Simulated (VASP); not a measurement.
**WC (CsCl type): relaxation of cell and atoms with PBE**

The system is WC (CsCl type).

```
W C
1.0
     2.72709    0.00000    0.00000
     0.00000    2.72709    0.00000
     0.00000    0.00000    2.72709
W C
1 1
Direct
  0.00000 0.00000 0.00000
  0.50000 0.50000 0.50000
```

```
Program                : VASP 6.6.1
Task                   : relaxation of cell and atoms
Functional             : PBE
Potentials or basis    : VASP PAW PBE potentials, release 64 (W_sv, C)
Cutoff                 : 600 eV
k mesh                 : 14 × 14 × 14
Occupations            : fermi-dirac, width 0.08 eV
Spin                   : no spin polarisation
Target pressure        : -0.037 GPa
Dipole correction      : no
Further INCAR settings : ALGO = Normal; EDIFF = 1e-07; IBRION = 2; EDIFFG = -0.005; NSW = 32; ISIF = 3
```

The relaxed volume is 10.18 Å³/atom, the relaxed cell is a = 2.730 Å, b = 2.730 Å, c = 2.730 Å, α = 90.00°, β = 90.00°, γ = 90.00° and the space group after relaxing (to 0.1 Å) is Pm-3m (No. 221). The energy change on relaxing (the run minimises the enthalpy) is -0.1 meV/atom, the ionic steps are 3 and the pressure after relaxing is 0.0 GPa. The band gap on the k mesh is zero (bands 9 and 10 overlap by 7.00 eV).

Step by step:
```tsv
step	energy change (eV)	largest force (eV/Å)	pressure (GPa)	volume (Å³)
1	0.0000	0.0000	1.22	20.28
2	0.0013	0.0000	-2.91	20.52
3	-0.0003	0.0000	-0.03	20.35
```

Final structure:
```cif
data_structure
_symmetry_space_group_name_H-M 'P 1'
_symmetry_Int_Tables_number 1
_cell_length_a 2.7302
_cell_length_b 2.7302
_cell_length_c 2.7302
_cell_angle_alpha 90.000
_cell_angle_beta 90.000
_cell_angle_gamma 90.000
_cell_volume 20.35
loop_
_atom_site_label
_atom_site_type_symbol
_atom_site_fract_x
_atom_site_fract_y
_atom_site_fract_z
_atom_site_occupancy
W1 W 0.00000 0.00000 0.00000 1
C1 C 0.50000 0.50000 0.50000 1
```

Levels at points of the mesh, in eV from the Fermi level:
| k point | band 6 | band 7 | band 8 | band 9 | band 10 | band 11 | band 12 | band 13 |
| --- | --- | --- | --- | --- | --- | --- | --- | --- |
| (0.00, 0.00, 0.00) | -5.10 | -5.10 | 0.05 | 0.05 | 0.05 | 2.86 | 2.86 | 2.86 |
| (0.50, 0.00, 0.00) | -9.40 | -3.99 | -3.35 | -3.35 | 3.37 | 4.49 | 6.91 | 6.91 |
| (0.50, 0.50, 0.00) | -4.47 | -4.47 | -4.11 | -0.01 | -0.01 | 1.21 | 3.28 | 5.54 |
| (0.50, 0.50, 0.50) | -8.24 | -8.24 | -8.15 | 5.80 | 5.80 | 7.64 | 7.64 | 7.64 |

Run time: 80 s on 1 thread of Intel Xeon 8259CL, with other jobs on the host, peak memory 0.18 GiB.

Caveat: the cell is relaxed towards a set pressure, so the run minimises the enthalpy, not the energy; spin-orbit coupling is left out, which moves the levels of the heavy elements.
